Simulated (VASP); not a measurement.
Here is a VASP 6.6.1 calculation.

INCAR

```
  PREC = Accurate
  ENCUT = 500
  EDIFF = 1E-6
  ISMEAR = -1
  SIGMA = 0.05
  LREAL = False
  LASPH = True
  NELM = 120
  ALGO = Normal
  ISIF = 2
  LWAVE = False
  LCHARG = True
  GGA = PE
  LELF = True
  LVHAR = True
  NBANDS = 11
  GGA_COMPAT = False
```

The input KPOINTS:

```
regular mesh
0
Gamma
  6 6 6
```

File POSCAR:

```
Pt
1.0
    0.0000000000      2.0140000000      2.0140000000
    2.0140000000      0.0000000000      2.0140000000
    2.0140000000      2.0140000000      0.0000000000
Pt
1
Direct
    0.0000000000      0.0000000000      0.0000000000
```

Potentials or basis: VASP PAW PBE potentials, release 64 (Pt).

The run is started by

```console
$ cat potpaw_PBE.64/Pt/POTCAR > POTCAR
$ mpirun -np 1 vasp_std > vasp.out
```

**Question.** What does it give for the band gap on the k mesh?

**Answer.** Zero (band 5 reaches 10.16 eV, above the bottom of band 6 at 8.23 eV).

**Question.** What does it give for the pressure?

**Answer.** -12.2 GPa.

Caveat: the k points lie up to 0.45 Å⁻¹ apart; spin-orbit coupling is left out, which moves the levels of the heavy elements.
